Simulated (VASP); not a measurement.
# As (Fd-3m) in VASP: single point with LDA

Aim: the single point of As with LDA.

Everything below comes from runs of VASP 6.6.1. Logs are shortened: lines on timing, memory, paths and dates and some standing lists are left out, and cuts for length are marked.

**1. The cell of the first run**

Symmetry: Fd-3m, No. 227, cubic system. The conventional cell has a = 5.969 Å, b = 5.969 Å, c = 5.969 Å, α = 90.00°, β = 90.00°, γ = 90.00°. As (site symmetry -43m) has 4 As at 2.58 Å within 3.4 Å.

**2. Single point, LDA**

Contents of INCAR:

```
ALGO = Normal
EDIFF = 1E-7
ENCUT = 520
GGA = CA
ISIF = 2
ISMEAR = -1
LASPH = True
LCHARG = False
LREAL = False
LWAVE = False
NBANDS = 12
NELM = 80
PREC = Accurate
SIGMA = 0.13605693000000002
```

Contents of KPOINTS:

```
k-points
0
Gamma
  8 8 8
```

Contents of POSCAR:

```
As
1.0
    0.0000000000      2.9843630816      2.9843630816
    2.9843630816      0.0000000000      2.9843630816
    2.9843630816      2.9843630816      0.0000000000
As
2
Direct
    0.0000000000      0.0000000000      0.0000000000
    0.2500000000      0.2500000000      0.2500000000
```

Potentials or basis: VASP PAW LDA potentials, release 64 (As).

Launch:

```console
$ cat potpaw_LDA.64/As/POTCAR > POTCAR
$ mpirun -np 1 vasp_std > vasp.out
```

OUTCAR:

```text
EDIFF = 1E-7
   ENCUT = 520
   GGA = CA
   ISIF = 2
   ISMEAR = -1
   LASPH = True
   LREAL = False
   NELM = 80
   PREC = Accurate

 ion  position               nearest neighbor table
   1  0.000  0.000  0.000-   2 2.58   2 2.58   2 2.58   2 2.58
   2  0.250  0.250  0.250-   1 2.58   1 2.58   1 2.58   1 2.58

  LATTYP: Found a face centered cubic cell.
 ALAT       =     5.9687261632

  Lattice vectors:

 A1 = (   0.0000000000,   2.9843630816,   2.9843630816)
 A2 = (   2.9843630816,   0.0000000000,   2.9843630816)
 A3 = (   2.9843630816,   2.9843630816,   0.0000000000)

Analysis of symmetry for initial positions (statically):
=====================================================================
 Subroutine PRICEL returns:
 Original cell was already a primitive cell.

 Routine SETGRP: Setting up the symmetry group for a
 face centered cubic supercell.

 Subroutine GETGRP returns: Found 48 space group operations
 (whereof 24 operations were pure point group operations)
 out of a pool of 48 trial point group operations.

The static configuration has the point symmetry T_d .
 The point group associated with its full space group is O_h .

Analysis of symmetry for dynamics (positions and initial velocities):
=====================================================================
 Subroutine PRICEL returns:
 Original cell was already a primitive cell.

 Routine SETGRP: Setting up the symmetry group for a
 face centered cubic supercell.

 Subroutine GETGRP returns: Found 48 space group operations
 (whereof 24 operations were pure point group operations)
 out of a pool of 48 trial point group operations.

The dynamic configuration has the point symmetry T_d .
 The point group associated with its full space group is O_h .

 Subroutine INISYM returns: Found 48 space group operations
 (whereof 24 operations are pure point group operations),
 and found     1 'primitive' translations

----------------------------------------------------------------------------------------

                                     Primitive cell

  volume of cell :      53.1600

  direct lattice vectors                    reciprocal lattice vectors
     0.000000000  2.984363082  2.984363082    -0.167539936  0.167539936  0.167539936
     2.984363082  0.000000000  2.984363082     0.167539936 -0.167539936  0.167539936
     2.984363082  2.984363082  0.000000000     0.167539936  0.167539936 -0.167539936

  length of vectors
[... 84 lines left out ...]
   EDIFFG = 0.1E-05   stopping-criterion for IOM
   NSW    =      0    number of steps for IOM
   IBRION =     -1    ionic relax: 0-MD 1-quasi-New 2-CG
   NFREE  =      0    steps in history (QN), initial steepest desc. (CG)
   ISIF   =      2    stress and relaxation
   ISYM   =      2    0-nonsym 1-usesym 2-fastsym
   POTIM  = 0.5000    time-step for ionic-motion
   TEBEG  =    0.0;   TEEND  =   0.0 temperature during run
   PSTRESS=    0.0 pullay stress
   NELECT =      10.0000    total number of electrons
   NUPDOWN=      -1.0000    fix difference up-down
   EMIN   =  10.00;   EMAX   =-10.00  energy-range for DOS
   EFERMI =   0.00;   METHOD = LEGACY
   ISMEAR =    -1;   SIGMA  =   0.14  broadening in eV -4-tet -1-fermi 0-gaus
   EFERMI_NEDOS =   21; number of points for ismear=-14 and -15
   IALGO  =     38    algorithm
   IMIX   =      4    mixing-type and parameters
     AMIX     =   0.40;   BMIX     =  1.00
     AMIX_MAG =   1.60;   BMIX_MAG =  1.00
  volume/ion in A,a.u.               =      26.58       179.37
  Fermi-wavevector in a.u.,A,eV,Ry     =   0.938022  1.772605 11.971574  0.879886
  Thomas-Fermi vector in A             =   2.065192
   LORBIT       =      0    0 simple, 1 ext, 2 COOP (PROOUT), +10 PAW based schemes
   GGA     = CA    functional components
   LHFCALC =     F    Hartree Fock is set to
   AEXX    =    0.0000 exact exchange contribution
   IVDW    =     0    specifies the selected vdW correction
   LEPSILON=     F    determine dielectric tensor
   LRPA    =     F    only Hartree local field effects (RPA)
 non-spin polarized calculation
  energy-cutoff  :      520.00
  volume of cell :       53.16
 maximum number of plane-waves:      1459
   NGX = 15   NGY = 15   NGZ = 15

 number of electron      10.0000002 magnetization

 Free energy of the ion-electron system (eV)
  ---------------------------------------------------
  ext. energy  EPLUGINS =         0.00000000
  ---------------------------------------------------
  free energy    TOTEN  =        -9.98667787 eV

  energy without entropy =       -9.90001012  energy(sigma->0) =       -9.94334399

 E-fermi :   3.4770     XC(G=0):  -9.1253

 val. band max:        3.4694797025   @ k =  -0.3750   0.3750   0.1250
 cond. band min:       3.4914727151   @ k =   0.5000   0.3750   0.1250
 fundamental gap:      0.0219930126
 Fermi energy:         3.4770175072

 k-point     1 :       0.0000    0.0000    0.0000
  band No.  band energies     occupation
      1     -10.6916      2.00000
      2      -2.2437      2.00000
      3       1.2552      2.00000
      4       1.2552      2.00000
      5       1.2552      2.00000
      6       4.0551      0.02816
      7       4.0551      0.02816
      8       4.0551      0.02816
      9       8.1914      0.00000
     10      11.4248      0.00000
     11      11.4248      0.00000
     12      13.1508      0.00000
[... 331 lines left out ...]
 k-point    24 :      -0.3750    0.2500    0.1250
  band No.  band energies     occupation
      1      -8.8190      2.00000
      2      -6.5910      2.00000
      3      -1.3854      2.00000
      4      -0.3089      2.00000
      5       2.8597      1.97882
      6       5.0837      0.00001
      7       6.5124      0.00000
      8       7.3250      0.00000
      9       9.5695      0.00000
     10      11.7546      0.00000
     11      12.4437      0.00000
     12      12.9974      0.00000

 [... further k-points ...]
[... 5 lines left out ...]
  --------------------------------------------------------------------------------------
  -------------------------------------------------------------------------------------
  Total        0.1115538      0.1115538      0.1115538     -0.0000000     -0.0000000      0.0000000
  in kB        3.3620946      3.3620946      3.3620946     -0.0000000     -0.0000000      0.0000000
  external PRESSURE =       3.3620946 kB  Pullay stress =       0.0000000 kB

 VOLUME and BASIS-vectors are now :
 -----------------------------------------------------------------------------
  energy-cutoff  :      520.00
  volume of cell :       53.16
      direct lattice vectors                 reciprocal lattice vectors
     0.000000000  2.984363082  2.984363082    -0.167539936  0.167539936  0.167539936
     2.984363082  0.000000000  2.984363082     0.167539936 -0.167539936  0.167539936
     2.984363082  2.984363082  0.000000000     0.167539936  0.167539936 -0.167539936

 POSITION                                       TOTAL-FORCE (eV/Angst)
 -----------------------------------------------------------------------------------
      0.00000      0.00000      0.00000         0.000000      0.000000      0.000000
      1.49218      1.49218      1.49218        -0.000000     -0.000000     -0.000000
 -----------------------------------------------------------------------------------
    total drift:                               -0.000000     -0.000000      0.000000

  FREE ENERGIE OF THE ION-ELECTRON SYSTEM (eV)
  ---------------------------------------------------
  free  energy   TOTEN  =        -9.9866778661 eV

  energy  without entropy=       -9.9000101159  energy(sigma->0) =       -9.94334399
```

OSZICAR:

```text
N       E                     dE             d eps       ncg     rms          rms(c)
DAV:   1     0.227230755249E+02    0.22723E+02   -0.39195E+03   696   0.676E+02
DAV:   2    -0.855136870962E+01   -0.31274E+02   -0.29699E+02   944   0.104E+02
DAV:   3    -0.100323626646E+02   -0.14810E+01   -0.14670E+01   864   0.219E+01
DAV:   4    -0.100422837349E+02   -0.99211E-02   -0.99194E-02   764   0.213E+00
DAV:   5    -0.100423302292E+02   -0.46494E-04   -0.46495E-04   844   0.153E-01    0.399E+00
DAV:   6    -0.100044306309E+02    0.37900E-01   -0.14705E-02   732   0.590E-01    0.236E+00
DAV:   7    -0.998677092499E+01    0.17660E-01   -0.26154E-02   768   0.805E-01    0.837E-02
DAV:   8    -0.998667732533E+01    0.93600E-04   -0.90569E-04   724   0.163E-01    0.162E-02
DAV:   9    -0.998667733632E+01   -0.10988E-07   -0.12155E-05   856   0.226E-02    0.984E-03
DAV:  10    -0.998667785097E+01   -0.51465E-06   -0.11522E-06   776   0.546E-03    0.181E-03
DAV:  11    -0.998667786608E+01   -0.15108E-07   -0.11915E-07   612   0.164E-03
   1 F= -.99866779E+01 E0= -.99433440E+01  d E =-.866678E-01
```

Wall time 6 s (1 thread of Intel Xeon 6975P-C (Granite Rapids), shared host); peak memory 0.14 GiB.

Results:

```
Free energy            : -9.9867 eV
Pressure               : 0.3 GPa
Band gap on the k mesh : zero (band 5 reaches 4.61 eV, above the bottom of band 6 at 2.69 eV)
```

Levels at points of the mesh, in eV from the Fermi level:
```csv
k point,band 2,band 3,band 4,band 5,band 6,band 7,band 8,band 9
"(0.00, 0.00, 0.00)",-5.72,-2.22,-2.22,-2.22,0.58,0.58,0.58,4.71
"(0.50, 0.00, 0.00)",-9.68,-3.22,-3.22,-2.78,1.85,1.85,5.10,7.01
"(0.50, 0.50, 0.00)",-11.24,-4.37,-4.37,-0.79,-0.79,5.33,5.33,7.70
```
